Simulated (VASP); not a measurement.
# H (P6_3/mmc) in VASP: notebook

Aim: see how the results for H move with the level of theory and the settings. Levels: PBE, PBEsol. Tasks: single point.

Everything below comes from runs of VASP 6.6.1. Logs are shortened: lines on timing, memory, paths and dates and some standing lists are left out, and cuts for length are marked.

**1. The cell of the first run**

It takes space group P6_3/mmc (No. 194, hexagonal). Conventional cell: a = 5.170 Å, b = 5.170 Å, c = 3.850 Å, α = 90.00°, β = 90.00°, γ = 120.00°. Within 4.7 Å of H (site symmetry -6m2) lie 8 H at 3.55 to 3.85 Å.

**2. Single point, PBE, collinear spin**

INCAR

```
PREC = Accurate
ENCUT = 500
EDIFF = 1E-6
ISMEAR = 0
SIGMA = 0.1
LREAL = False
LASPH = True
NELM = 200
ALGO = Normal
ISIF = 2
LWAVE = False
LCHARG = False
ISPIN = 2
MAGMOM = 1.03 1.03
LORBIT = 11
GGA = PE
NBANDS = 12
GGA_COMPAT = False
```

KPOINTS

```
regular mesh
0
Gamma
  3 3 4
```

POSCAR

```
H
1.0
    5.1702470185      0.0000000000      0.0000000000
   -2.5851235093      4.4775652619      0.0000000000
    0.0000000000      0.0000000000      3.8495250000
H
2
Direct
    0.3333333333      0.6666666667      0.2500000000
    0.6666666667      0.3333333333      0.7500000000
```

Potentials or basis: VASP PAW PBE potentials, release 64 (H).

On the command line:

```sh
> cat potpaw_PBE.64/H/POTCAR > POTCAR
> mpirun -np 1 vasp_std > vasp.out
```

OUTCAR:

```text
PREC = Accurate
   ENCUT = 500
   EDIFF = 1E-6
   ISMEAR = 0
   LREAL = False
   LASPH = True
   NELM = 200
   ISIF = 2
   ISPIN = 2
   LORBIT = 11
   GGA = PE

 ion  position               nearest neighbor table
   1  0.333  0.667  0.250-
   2  0.667  0.333  0.750-

  LATTYP: Found a hexagonal cell.
 ALAT       =     5.1702470185
 C/A-ratio  =     0.7445534007

  Lattice vectors:

 A1 = (   5.1702470185,   0.0000000000,   0.0000000000)
 A2 = (  -2.5851235093,   4.4775652619,   0.0000000000)
 A3 = (   0.0000000000,   0.0000000000,   3.8495250000)

Analysis of symmetry for initial positions (statically):
=====================================================================
 Subroutine PRICEL returns:
 Original cell was already a primitive cell.

 Routine SETGRP: Setting up the symmetry group for a
 hexagonal supercell.

 Subroutine GETGRP returns: Found 24 space group operations
 (whereof 12 operations were pure point group operations)
 out of a pool of 24 trial point group operations.

The static configuration has the point symmetry D_3d.
 The point group associated with its full space group is D_6h.

Analysis of symmetry for dynamics (positions and initial velocities):
=====================================================================
 Subroutine PRICEL returns:
 Original cell was already a primitive cell.

 Routine SETGRP: Setting up the symmetry group for a
 hexagonal supercell.

 Subroutine GETGRP returns: Found 24 space group operations
 (whereof 12 operations were pure point group operations)
 out of a pool of 24 trial point group operations.

The dynamic configuration has the point symmetry D_3d.
 The point group associated with its full space group is D_6h.

Analysis of structural, dynamic, and magnetic symmetry:
=====================================================================
 Subroutine PRICEL returns:
 Original cell was already a primitive cell.

 Routine SETGRP: Setting up the symmetry group for a
 hexagonal supercell.

 Subroutine GETGRP returns: Found 24 space group operations
 (whereof 12 operations were pure point group operations)
 out of a pool of 24 trial point group operations.

The overall configuration has the point symmetry D_3d.
 The point group associated with its full space group is D_6h.

 Subroutine INISYM returns: Found 24 space group operations
 (whereof 12 operations are pure point group operations),
 and found     1 'primitive' translations

----------------------------------------------------------------------------------------

                                     Primitive cell

  volume of cell :      89.1170

  direct lattice vectors                    reciprocal lattice vectors
     5.170247018  0.000000000  0.000000000     0.193414356  0.111667831  0.000000000
    -2.585123509  4.477565262  0.000000000     0.000000000  0.223335662  0.000000000
     0.000000000  0.000000000  3.849525000     0.000000000  0.000000000  0.259772310

  length of vectors
     5.170247018  5.170247019  3.849525000     0.223335662  0.223335662  0.259772310

  position of ions in fractional coordinates (direct lattice)
     0.333333333  0.666666667  0.250000000
     0.666666667  0.333333333  0.750000000

  ion indices of the primitive-cell ions
   primitive index   ion index
                 1           1
                 2           2

----------------------------------------------------------------------------------------

 KPOINTS: regular mesh

Automatic generation of k-mesh.
 Grid dimensions read from file:
 generate k-points for:    3    3    4

 Generating k-lattice:

  Cartesian coordinates                     Fractional coordinates (reciprocal lattice)
     0.064471452  0.037222610  0.000000000     0.333333333  0.000000000  0.000000000
     0.000000000  0.074445221  0.000000000     0.000000000  0.333333333  0.000000000
     0.000000000  0.000000000  0.064943077     0.000000000  0.000000000  0.250000000

  Length of vectors
     0.074445221  0.074445221  0.064943077

  Shift w.r.t. Gamma in fractional coordinates (k-lattice)
     0.000000000  0.000000000  0.000000000

 Subroutine IBZKPT returns following result:
 ===========================================

 Found      9 irreducible k-points:

 Following reciprocal coordinates:
            Coordinates               Weight
  0.000000  0.000000  0.000000      1.000000
  0.333333  0.000000  0.000000      6.000000
  0.333333  0.333333  0.000000      2.000000
  0.000000  0.000000  0.250000      2.000000
  0.333333  0.000000  0.250000     12.000000
  0.333333  0.333333  0.250000      4.000000
  0.000000  0.000000  0.500000      1.000000
  0.333333  0.000000  0.500000      6.000000
  0.333333  0.333333  0.500000      2.000000
   k-points           NKPTS =      9   k-points in BZ     NKDIM =      9   number of bands    NBANDS=     12
   number of dos      NEDOS =    301   number of ions     NIONS =      2
   total plane-waves  NPLWV =  44800
   dimension x,y,z NGX =    40 NGY =   40 NGZ =   28
   dimension x,y,z NGXF=    80 NGYF=   80 NGZF=   56
   ions per type =               2
   NGX,Y,Z   is equivalent  to a cutoff of  12.86, 12.86, 12.09 a.u.
   NGXF,Y,Z  is equivalent  to a cutoff of  25.72, 25.72, 24.18 a.u.
 SYSTEM =  unknown system
   PREC   = accura    normal or accurate (medium, high low for compatibility)
   ISTART =      0    job   : 0-new  1-cont  2-samecut
   ICHARG =      2    charge: 1-file 2-atom 10-const
   ISPIN  =      2    spin polarized calculation?
   LNONCOLLINEAR =      F non collinear calculations
   LSORBIT =      F    spin-orbit coupling
   LASPH  =      T    aspherical Exc in radial PAW
   ENCUT  =  500.0 eV  36.75 Ry    6.06 a.u.   9.43  9.43  7.02*2*pi/ulx,y,z
   NELM   =    200;   NELMIN=  2; NELMDL= -5     # of ELM steps
   EDIFF  = 0.1E-05   stopping-criterion for ELM
   LREAL  =      F    real-space projection
   EDIFFG = 0.1E-04   stopping-criterion for IOM
   NSW    =      0    number of steps for IOM
   IBRION =     -1    ionic relax: 0-MD 1-quasi-New 2-CG
   NFREE  =      0    steps in history (QN), initial steepest desc. (CG)
   ISIF   =      2    stress and relaxation
   ISYM   =      2    0-nonsym 1-usesym 2-fastsym
   POTIM  = 0.5000    time-step for ionic-motion
   TEBEG  =    0.0;   TEEND  =   0.0 temperature during run
   PSTRESS=    0.0 pullay stress
   NELECT =       2.0000    total number of electrons
   NUPDOWN=      -1.0000    fix difference up-down
   EMIN   =  10.00;   EMAX   =-10.00  energy-range for DOS
   EFERMI =   0.00;   METHOD = LEGACY
   ISMEAR =     0;   SIGMA  =   0.10  broadening in eV -4-tet -1-fermi 0-gaus
   EFERMI_NEDOS =   21; number of points for ismear=-14 and -15
   IALGO  =     38    algorithm
   IMIX   =      4    mixing-type and parameters
     AMIX     =   0.40;   BMIX     =  1.00
     AMIX_MAG =   1.60;   BMIX_MAG =  1.00
  volume/ion in A,a.u.               =      44.56       300.70
  Fermi-wavevector in a.u.,A,eV,Ry     =   0.461776  0.872630  2.901267  0.213237
  Thomas-Fermi vector in A             =   1.449004
   LORBIT       =     11    0 simple, 1 ext, 2 COOP (PROOUT), +10 PAW based schemes
   GGA     = PE    functional components
   LHFCALC =     F    Hartree Fock is set to
   AEXX    =    0.0000 exact exchange contribution
   IVDW    =     0    specifies the selected vdW correction
   LEPSILON=     F    determine dielectric tensor
   LRPA    =     F    only Hartree local field effects (RPA)
 spin polarized calculation
 Gauss-broadening in eV      SIGMA  =   0.10
  energy-cutoff  :      500.00
  volume of cell :       89.12
 maximum number of plane-waves:      2306
 NGX is ok and might be reduce to    40
   NGX = 19   NGY = 19   NGZ = 15

 number of electron       1.9999999 magnetization       1.9999999

 Free energy of the ion-electron system (eV)
  ---------------------------------------------------
  ext. energy  EPLUGINS =         0.00000000
  ---------------------------------------------------
  free energy    TOTEN  =        -2.22573208 eV

  energy without entropy =       -2.22573208  energy(sigma->0) =       -2.22573208

 E-fermi :  -6.0293     XC(G=0):   0.9566

 val. band max:       -6.4477272253   @ k =   0.0000   0.0000   0.0000
 cond. band min:       0.1648611954   @ k =   0.3333   0.3333   0.0000
 fundamental gap:      6.6125884207
 Fermi energy:        -6.0292681021

 spin component 1

 k-point     1 :       0.0000    0.0000    0.0000
  band No.  band energies     occupation
      1      -7.8673      1.00000
      2      -6.4477      1.00000
      3       1.7628      0.00000
      4       3.5912      0.00000
      5       3.5912      0.00000
      6       4.6979      0.00000
      7       4.6979      0.00000
      8       6.0652      0.00000
      9       6.9596      0.00000
     10       8.1420      0.00000
     11      10.9670      0.00000
     12      13.0645      0.00000

 k-point     2 :       0.3333    0.0000    0.0000
  band No.  band energies     occupation
      1      -7.5620      1.00000
      2      -6.7520      1.00000
      3       0.7507      0.00000
      4       2.4425      0.00000
      5       3.2255      0.00000
      6       5.9507      0.00000
      7       6.7746      0.00000
      8       7.3836      0.00000
      9       8.4896      0.00000
     10       9.1126      0.00000
     11       9.5876      0.00000
     12      11.2812      0.00000
[... 76 lines left out ...]
 k-point     8 :       0.3333    0.0000    0.5000
  band No.  band energies     occupation
      1      -6.8675      1.00000
      2      -6.8675      1.00000
      3       1.4739      0.00000
      4       1.4739      0.00000
      5       4.3489      0.00000
      6       4.3489      0.00000
      7       4.8858      0.00000
      8       4.8858      0.00000
      9       7.9607      0.00000
     10       7.9607      0.00000
     11      10.2319      0.00000
     12      10.2319      0.00000

 k-point     9 :       0.3333    0.3333    0.5000
  band No.  band energies     occupation
      1      -6.8367      1.00000
      2      -6.8367      1.00000
      3       1.6251      0.00000
      4       1.6251      0.00000
      5       2.6748      0.00000
      6       2.6748      0.00000
      7       6.7991      0.00000
      8       6.7991      0.00000
      9       8.2537      0.00000
     10       8.2537      0.00000
     11       9.2231      0.00000
     12       9.2231      0.00000
 Fermi energy:        -6.0292681021

 spin component 2

 k-point     1 :       0.0000    0.0000    0.0000
  band No.  band energies     occupation
      1       3.8286      0.00000
      2      10.2882      0.00000
      3      10.2883      0.00000
      4      12.1185      0.00000
      5      13.0538      0.00000
      6      13.0539      0.00000
      7      13.4339      0.00000
      8      13.8950      0.00000
      9      16.0940      0.00000
     10      20.3330      0.00000
     11      20.3331      0.00000
     12      20.5597      0.00000

 k-point     2 :       0.3333    0.0000    0.0000
  band No.  band energies     occupation
      1       4.3145      0.00000
      2       7.9364      0.00000
      3       9.6070      0.00000
      4      11.6759      0.00000
      5      14.3945      0.00000
      6      14.4094      0.00000
      7      15.3095      0.00000
      8      15.6681      0.00000
      9      17.9732      0.00000
     10      17.9738      0.00000
     11      19.4389      0.00000
     12      19.7138      0.00000
[... 76 lines left out ...]
 k-point     8 :       0.3333    0.0000    0.5000
  band No.  band energies     occupation
      1       6.8371      0.00000
      2       6.8371      0.00000
      3      10.3634      0.00000
      4      10.3634      0.00000
      5      12.1305      0.00000
      6      12.1305      0.00000
      7      14.4250      0.00000
      8      14.4250      0.00000
      9      17.8788      0.00000
     10      17.8788      0.00000
     11      18.2362      0.00000
     12      18.2362      0.00000

 k-point     9 :       0.3333    0.3333    0.5000
  band No.  band energies     occupation
      1       7.2018      0.00000
      2       7.2018      0.00000
      3       9.9213      0.00000
      4       9.9213      0.00000
      5      10.9013      0.00000
      6      10.9013      0.00000
      7      16.6832      0.00000
      8      16.6832      0.00000
      9      17.8418      0.00000
     10      17.8418      0.00000
     11      17.9251      0.00000
     12      17.9251      0.00000

------------------------ aborting loop because EDIFF is reached ----------------------------------------

  FORCE on cell =-STRESS in cart. coord.  units (eV):
  Direction    XX          YY          ZZ          XY          YZ          ZX
  --------------------------------------------------------------------------------------
  -------------------------------------------------------------------------------------
  Total        0.0477382      0.0477382      0.0680193     -0.0000000     -0.0000000      0.0000000
  in kB        0.8582549      0.8582549      1.2228758     -0.0000000     -0.0000000      0.0000000
  external PRESSURE =       0.9797952 kB  Pullay stress =       0.0000000 kB

 VOLUME and BASIS-vectors are now :
 -----------------------------------------------------------------------------
  energy-cutoff  :      500.00
  volume of cell :       89.12
      direct lattice vectors                 reciprocal lattice vectors
     5.170247018  0.000000000  0.000000000     0.193414356  0.111667831  0.000000000
    -2.585123509  4.477565262  0.000000000     0.000000000  0.223335662  0.000000000
     0.000000000  0.000000000  3.849525000     0.000000000  0.000000000  0.259772310

 POSITION                                       TOTAL-FORCE (eV/Angst)
 -----------------------------------------------------------------------------------
     -0.00000      2.98504      0.96238        -0.000000     -0.000000      0.000000
      2.58512      1.49252      2.88714         0.000000      0.000000      0.000000
 -----------------------------------------------------------------------------------
    total drift:                               -0.000000      0.000000     -0.000000

  FREE ENERGIE OF THE ION-ELECTRON SYSTEM (eV)
  ---------------------------------------------------
  free  energy   TOTEN  =        -2.2257320769 eV

  energy  without entropy=       -2.2257320769  energy(sigma->0) =       -2.22573208

 total charge

# of ion       s       p       d       tot
------------------------------------------
    1        0.382   0.000   0.000   0.382
    2        0.382   0.000   0.000   0.382
--------------------------------------------------
tot          0.763   0.000   0.000   0.763

 magnetization (x)

# of ion       s       p       d       tot
------------------------------------------
    1        0.382   0.000   0.000   0.382
    2        0.382   0.000   0.000   0.382
--------------------------------------------------
tot          0.763   0.000   0.000   0.763
```

Run time: 58 s. Hardware: 1 thread of Intel Xeon 8259CL, shared host; peak memory 0.22 GiB.

What came out:

* Free energy: -2.2257 eV
* Pressure: 0.1 GPa
* Band gap on the k mesh: 6.61 eV (least direct gap 7.32 eV)
* Net moment: 2.00 μB per cell
* Site moments: H +0.38 μB
* Valence electrons inside the program's atomic spheres: H 0.38

Levels at points of the mesh, in eV from the valence-band top:
Spin up:
```tsv
k point	band 1	band 2	band 3	band 4	band 5	band 6	band 7
(0.00, 0.00, 0.00)	-1.42	0.00	8.21	10.04	10.04	11.15	11.15
(0.00, 0.00, 0.50)	-0.48	-0.48	8.24	8.24	12.24	12.24	12.24
```
Spin down:
| k point | band 1 | band 2 | band 3 |
| --- | --- | --- | --- |
| (0.00, 0.00, 0.00) | 10.28 | 16.74 | 16.74 |
| (0.00, 0.00, 0.50) | 12.79 | 12.79 | 19.25 |

Caveat: the k points lie up to 0.47 Å⁻¹ apart; the atoms stand far beyond bonding distance. A k mesh can miss the band edges.

(Continued in part 2 of 3.)
